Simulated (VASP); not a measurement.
# Ag (P6/mmm) in VASP: single point with PBEsol+D3(BJ)

Aim: the single point of Ag with PBEsol+D3(BJ).

Program: VASP 6.6.1. These are calculated values, not measurements. Logs are shortened: lines on timing, memory, paths and dates and some standing lists are left out, and cuts for length are marked.

### Step 1. The cell of the first run

Symmetry: P6/mmm, No. 191, hexagonal system. The conventional cell has a = 2.847 Å, b = 2.847 Å, c = 8.558 Å, α = 90.00°, β = 90.00°, γ = 120.00°. Within 3.8 Å of Ag (site symmetry 6/mmm) lie 6 Ag at 2.85 Å.

This isn't the form of Ag at room conditions, which is fcc.

### Step 2. Single point, PBEsol+D3(BJ)

The input, INCAR:

```
ALGO     = Normal         # electronic algorithm
EDIFF    = 1E-6           # SCF threshold, eV
ENCUT    = 520            # plane-wave cutoff, eV
GGA      = PS             # functional
ISIF     = 2              # what is computed and relaxed
ISMEAR   = 0              # smearing method
IVDW     = 12             # dispersion correction
LASPH    = True           # aspherical terms in the spheres
LCHARG   = False          # write CHGCAR
LREAL    = False          # projectors in reciprocal space
LWAVE    = False          # write WAVECAR
NBANDS   = 12             # bands
NELM     = 80             # most SCF steps
PREC     = Accurate       # precision mode
SIGMA    = 0.1            # smearing width, eV
```

The input, KPOINTS:

```
k-points
0
Gamma
  9 9 3
```

The input, POSCAR:

```
Ag
1.0
    2.8470090000      0.0000000000      0.0000000000
   -1.4235050000      2.4655820000      0.0000000000
    0.0000000000      0.0000000000      8.5584120000
Ag
1
Direct
    0.6666666667      0.3333333333      0.0000000000
```

Potentials or basis: VASP PAW PBE potentials, release 64 (Ag).

On the command line:

```sh
> cat potpaw_PBE.64/Ag/POTCAR > POTCAR
> mpirun -np 1 vasp_std > vasp.out
```

OUTCAR:

```text
EDIFF = 1E-6
   ENCUT = 520
   GGA = PS
   ISIF = 2
   ISMEAR = 0
   IVDW = 12
   LASPH = True
   LREAL = False
   NELM = 80
   PREC = Accurate
 IVDW          = 12

 ion  position               nearest neighbor table
   1  0.667  0.333  0.000-

  LATTYP: Found a hexagonal cell.
 ALAT       =     2.8470090000
 C/A-ratio  =     3.0061064085

  Lattice vectors:

 A1 = (   2.8470090000,   0.0000000000,   0.0000000000)
 A2 = (  -1.4235050000,   2.4655820000,   0.0000000000)
 A3 = (   0.0000000000,   0.0000000000,   8.5584120000)

Analysis of symmetry for initial positions (statically):
=====================================================================
 Subroutine PRICEL returns:
 Original cell was already a primitive cell.

 Routine SETGRP: Setting up the symmetry group for a
 hexagonal supercell.

 Subroutine GETGRP returns: Found 24 space group operations
 (whereof 12 operations were pure point group operations)
 out of a pool of 24 trial point group operations.

The static configuration has the point symmetry D_3h.
 The point group associated with its full space group is D_6h.

Analysis of symmetry for dynamics (positions and initial velocities):
=====================================================================
 Subroutine PRICEL returns:
 Original cell was already a primitive cell.

 Routine SETGRP: Setting up the symmetry group for a
 hexagonal supercell.

 Subroutine GETGRP returns: Found 24 space group operations
 (whereof 12 operations were pure point group operations)
 out of a pool of 24 trial point group operations.

The dynamic configuration has the point symmetry D_3h.
 The point group associated with its full space group is D_6h.

 Subroutine INISYM returns: Found 24 space group operations
 (whereof 12 operations are pure point group operations),
 and found     1 'primitive' translations

----------------------------------------------------------------------------------------

                                     Primitive cell

  volume of cell :      60.0761

  direct lattice vectors                    reciprocal lattice vectors
     2.847009000  0.000000000  0.000000000     0.351245816  0.202791948  0.000000000
    -1.423505000  2.465582000  0.000000000     0.000000000  0.405583753  0.000000000
     0.000000000  0.000000000  8.558412000     0.000000000  0.000000000  0.116844106

  length of vectors
     2.847009000  2.847009147  8.558412000     0.405583774  0.405583753  0.116844106

  position of ions in fractional coordinates (direct lattice)
     0.666666667  0.333333333  0.000000000

  ion indices of the primitive-cell ions
   primitive index   ion index
                 1           1

----------------------------------------------------------------------------------------

 KPOINTS: k-points

Automatic generation of k-mesh.
 Grid dimensions read from file:
 generate k-points for:    9    9    3

 Generating k-lattice:

  Cartesian coordinates                     Fractional coordinates (reciprocal lattice)
     0.039027313  0.022532439  0.000000000     0.111111111  0.000000000  0.000000000
     0.000000000  0.045064861  0.000000000     0.000000000  0.111111111  0.000000000
     0.000000000  0.000000000  0.038948035     0.000000000  0.000000000  0.333333333

  Length of vectors
     0.045064864  0.045064861  0.038948035

  Shift w.r.t. Gamma in fractional coordinates (k-lattice)
     0.000000000  0.000000000  0.000000000

 Subroutine IBZKPT returns following result:
 ===========================================

 Found     24 irreducible k-points:

 Following reciprocal coordinates:
            Coordinates               Weight
  0.000000  0.000000  0.000000      1.000000
  0.111111 -0.000000  0.000000      6.000000
  0.222222 -0.000000  0.000000      6.000000
  0.333333 -0.000000  0.000000      6.000000
  0.444444 -0.000000  0.000000      6.000000
  0.111111  0.111111  0.000000      6.000000
[... 16 lines left out ...]
  0.333333  0.222222  0.333333     24.000000
  0.333333  0.333333  0.333333      4.000000
   k-points           NKPTS =     24   k-points in BZ     NKDIM =     24   number of bands    NBANDS=     12
   number of dos      NEDOS =    301   number of ions     NIONS =      1
   total plane-waves  NPLWV =  36864
   dimension x,y,z NGX =    24 NGY =   24 NGZ =   64
   dimension x,y,z NGXF=    48 NGYF=   48 NGZF=  128
   ions per type =               1
   NGX,Y,Z   is equivalent  to a cutoff of  14.01, 14.01, 12.43 a.u.
   NGXF,Y,Z  is equivalent  to a cutoff of  28.03, 28.03, 24.86 a.u.
 SYSTEM =  unknown system
   PREC   = accura    normal or accurate (medium, high low for compatibility)
   ISTART =      0    job   : 0-new  1-cont  2-samecut
   ICHARG =      2    charge: 1-file 2-atom 10-const
   ISPIN  =      1    spin polarized calculation?
   LNONCOLLINEAR =      F non collinear calculations
   LSORBIT =      F    spin-orbit coupling
   LASPH  =      T    aspherical Exc in radial PAW
   ENCUT  =  520.0 eV  38.22 Ry    6.18 a.u.   5.29  5.29 15.91*2*pi/ulx,y,z
   NELM   =     80;   NELMIN=  2; NELMDL= -5     # of ELM steps
   EDIFF  = 0.1E-05   stopping-criterion for ELM
   LREAL  =      F    real-space projection
   EDIFFG = 0.1E-04   stopping-criterion for IOM
   NSW    =      0    number of steps for IOM
   IBRION =     -1    ionic relax: 0-MD 1-quasi-New 2-CG
   NFREE  =      0    steps in history (QN), initial steepest desc. (CG)
   ISIF   =      2    stress and relaxation
   ISYM   =      2    0-nonsym 1-usesym 2-fastsym
   POTIM  = 0.5000    time-step for ionic-motion
   TEBEG  =    0.0;   TEEND  =   0.0 temperature during run
   PSTRESS=    0.0 pullay stress
   NELECT =      11.0000    total number of electrons
   NUPDOWN=      -1.0000    fix difference up-down
   EMIN   =  10.00;   EMAX   =-10.00  energy-range for DOS
   EFERMI =   0.00;   METHOD = LEGACY
   ISMEAR =     0;   SIGMA  =   0.10  broadening in eV -4-tet -1-fermi 0-gaus
   EFERMI_NEDOS =   21; number of points for ismear=-14 and -15
   IALGO  =     38    algorithm
   IMIX   =      4    mixing-type and parameters
     AMIX     =   0.40;   BMIX     =  1.00
     AMIX_MAG =   1.60;   BMIX_MAG =  1.00
  volume/ion in A,a.u.               =      60.08       405.41
  Fermi-wavevector in a.u.,A,eV,Ry     =   0.929620  1.756726 11.758052  0.864192
  Thomas-Fermi vector in A             =   2.055921
   LORBIT       =      0    0 simple, 1 ext, 2 COOP (PROOUT), +10 PAW based schemes
   GGA     = PS    functional components
   LHFCALC =     F    Hartree Fock is set to
   AEXX    =    0.0000 exact exchange contribution
   IVDW    =    12    specifies the selected vdW correction
   LEPSILON=     F    determine dielectric tensor
   LRPA    =     F    only Hartree local field effects (RPA)
 non-spin polarized calculation
 Gauss-broadening in eV      SIGMA  =   0.10
  energy-cutoff  :      520.00
  volume of cell :       60.08
 maximum number of plane-waves:      1632
 NGX is ok and might be reduce to    24
   NGX = 11   NGY = 11   NGZ = 31

 number of electron      10.9999995 magnetization

 Free energy of the ion-electron system (eV)
  ---------------------------------------------------
  ext. energy  EPLUGINS =         0.00000000
  ---------------------------------------------------
  free energy    TOTEN  =        -2.56270137 eV

  energy without entropy =       -2.55626058  energy(sigma->0) =       -2.55948097

 E-fermi :  -0.6150     XC(G=0):  -5.1182

 val. band max:       -2.1256435100   @ k =   0.3333  -0.0000   0.3333
 cond. band min:      -0.6125090679   @ k =   0.2222   0.2222   0.0000
 fundamental gap:      1.5131344421
 Fermi energy:        -0.6150397970

 k-point     1 :       0.0000    0.0000    0.0000
  band No.  band energies     occupation
      1      -6.7635      2.00000
      2      -5.0771      2.00000
      3      -5.0771      2.00000
      4      -4.2212      2.00000
      5      -3.8535      2.00000
      6      -3.8535      2.00000
      7       0.1014      0.00000
      8       3.1920      0.00000
      9       7.3390      0.00000
     10       8.7615      0.00000
     11      16.5530      0.00000
     12      17.1008      0.00000

 k-point     2 :       0.1111   -0.0000    0.0000
  band No.  band energies     occupation
      1      -6.4515      2.00000
      2      -5.1722      2.00000
      3      -4.8927      2.00000
      4      -4.1291      2.00000
      5      -4.0843      2.00000
      6      -3.8897      2.00000
      7       0.6051      0.00000
      8       3.4807      0.00000
      9       7.7043      0.00000
     10       9.0062      0.00000
     11      15.9331      0.00000
     12      17.4569      0.00000

 k-point     3 :       0.2222   -0.0000    0.0000
  band No.  band energies     occupation
      1      -6.0099      2.00000
      2      -5.0469      2.00000
      3      -4.6721      2.00000
      4      -4.3978      2.00000
      5      -3.9804      2.00000
      6      -3.5580      2.00000
      7       1.8620      0.00000
      8       4.3504      0.00000
      9       8.7565      0.00000
     10       9.7335      0.00000
     11      12.3077      0.00000
     12      15.8534      0.00000
[... 286 lines left out ...]
 k-point    23 :       0.3333    0.2222    0.3333
  band No.  band energies     occupation
      1      -5.6505      2.00000
      2      -5.1979      2.00000
      3      -4.5717      2.00000
      4      -4.5073      2.00000
      5      -4.0418      2.00000
      6       1.9177      0.00000
      7       5.2495      0.00000
      8       6.4914      0.00000
      9       8.1265      0.00000
     10       9.3274      0.00000
     11       9.9917      0.00000
     12      11.3310      0.00000

 k-point    24 :       0.3333    0.3333    0.3333
  band No.  band energies     occupation
      1      -5.0177      2.00000
      2      -5.0177      2.00000
      3      -4.9382      2.00000
      4      -4.9382      2.00000
      5      -4.1410      2.00000
      6       4.7961      0.00000
      7       4.7961      0.00000
      8       4.9106      0.00000
      9       8.0011      0.00000
     10       9.8355      0.00000
     11       9.8356      0.00000
     12      12.0434      0.00000

------------------------ aborting loop because EDIFF is reached ----------------------------------------

 Edisp (eV)   -0.15559

 E8    (eV) :    -0.1039

  FORCE on cell =-STRESS in cart. coord.  units (eV):
  Direction    XX          YY          ZZ          XY          YZ          ZX
  --------------------------------------------------------------------------------------
  -------------------------------------------------------------------------------------
  Total      -1.46726    -1.46726    -0.06402     0.00000    -0.00000     0.00000
  in kB     -39.13046   -39.13046    -1.70726     0.00001    -0.00000     0.00000
  external pressure =      -26.66 kB  Pullay stress =        0.00 kB

 VOLUME and BASIS-vectors are now :
 -----------------------------------------------------------------------------
  energy-cutoff  :      520.00
  volume of cell :       60.08
      direct lattice vectors                 reciprocal lattice vectors
     2.847009000  0.000000000  0.000000000     0.351245816  0.202791948  0.000000000
    -1.423505000  2.465582000  0.000000000     0.000000000  0.405583753  0.000000000
     0.000000000  0.000000000  8.558412000     0.000000000  0.000000000  0.116844106

 POSITION                                       TOTAL-FORCE (eV/Angst)
 -----------------------------------------------------------------------------------
      1.42350      0.82186      0.00000         0.000000      0.000000      0.000000
 -----------------------------------------------------------------------------------
    total drift:                               -0.000000      0.000000      0.000000

  FREE ENERGIE OF THE ION-ELECTRON SYSTEM (eV)
  ---------------------------------------------------
  free  energy   TOTEN  =        -2.7182923613 eV

  energy  without entropy=       -2.7118515729  energy(sigma->0) =       -2.71507197
```

Wall time 5.9 s (1 thread of Intel Xeon 6975P-C (Granite Rapids), shared host); peak memory 0.18 GiB.

Results:

| Item | Value |
| --- | --- |
| Free energy | -2.7183 eV |
| Pressure | -2.7 GPa |
| Band gap on the k mesh | zero (an odd number of electrons rules out a gap without spin polarisation) |
| Dispersion energy per atom | -0.156 eV |

Caveat: three body term missing; the PAW data sets were made with another functional, which shifts forces and pressure a little.
